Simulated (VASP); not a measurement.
Wanted: the native input for a VASP 6.6.1 run.

```yaml
Task: single point
Functional: r2SCAN
Potentials_or_basis: VASP PAW PBE potentials, release 64 (Cd_sv_GW, Ru_sv)
Cutoff: 700 eV
k_mesh: 6 × 6 × 4
Occupations: gaussian, width 0.1 eV
Spin: no spin polarisation
Dipole_correction: no
Further_INCAR_settings: ALGO = Normal; EDIFF = 1e-06; NBANDS = 35
```

Crystal: Cd2Ru.

```
CELL_PARAMETERS angstrom
4.67013 0.00000 0.00000
-2.33507 4.04445 0.00000
0.00000 0.00000 2.76619
ATOMIC_POSITIONS crystal
Cd 0.33333 0.66667 0.50000
Cd 0.66667 0.33333 0.50000
Ru 0.00000 0.00000 0.00000
```

The input as run:

POSCAR

```
Cd2Ru
1.0
    4.6701336259      0.0000000000      0.0000000000
   -2.3350668129      4.0444543591      0.0000000000
    0.0000000000      0.0000000000      2.7661927273
Cd Ru
2 1
Direct
    0.3333333333      0.6666666667      0.5000000000
    0.6666666667      0.3333333333      0.5000000000
    0.0000000000      0.0000000000      0.0000000000
```

INCAR.step1

```
PREC     = Accurate       # precision mode
ENCUT    = 700            # plane-wave cutoff, eV
ISMEAR   = 0              # smearing method
SIGMA    = 0.1            # smearing width, eV
LREAL    = False          # projectors in reciprocal space
LASPH    = True           # aspherical terms in the spheres
NELM     = 120            # most SCF steps
NBANDS   = 35             # bands
GGA      = PE             # functional
ALGO     = Normal         # electronic algorithm
EDIFF    = 1E-5           # SCF threshold, eV
LWAVE    = True           # write WAVECAR
LCHARG   = False          # write CHGCAR
GGA_COMPAT= False
```

INCAR.step2

```
PREC     = Accurate       # precision mode
ENCUT    = 700            # plane-wave cutoff, eV
EDIFF    = 1E-6           # SCF threshold, eV
ISMEAR   = 0              # smearing method
SIGMA    = 0.1            # smearing width, eV
LREAL    = False          # projectors in reciprocal space
LASPH    = True           # aspherical terms in the spheres
NELM     = 120            # most SCF steps
ALGO     = Normal         # electronic algorithm
ISIF     = 2              # what is computed and relaxed
LWAVE    = False          # write WAVECAR
LCHARG   = False          # write CHGCAR
METAGGA  = R2SCAN         # meta-GGA
LMIXTAU  = True         
NBANDS   = 35             # bands
ISTART   = 1            
GGA_COMPAT= False
```

KPOINTS

```
regular mesh
0
Gamma
  6 6 4
```

Potentials or basis: VASP PAW PBE potentials, release 64 (Cd_sv_GW, Ru_sv).

Command:

```sh
$ cat potpaw_PBE.64/Cd_sv_GW/POTCAR potpaw_PBE.64/Ru_sv/POTCAR > POTCAR
$ cp INCAR.step1 INCAR
$ mpirun -np 1 vasp_std > vasp.out
$ cp INCAR.step2 INCAR
$ mpirun -np 1 vasp_std > vasp.out
```

It gave:

```yaml
Pressure: 0.2 GPa
Band_gap_on_the_k_mesh: zero (bands 28 and 29 overlap by 0.98 eV)
```

Caveat: the k points lie up to 0.57 Å⁻¹ apart, too coarse for converged energies and pressures of a metal; the PAW data sets were made with another functional, which shifts forces and pressure a little.

Wall time 2.9 min on 1 thread of AMD EPYC 7R13 Processor (Zen 3) (shared host), peak memory 0.21 GiB.
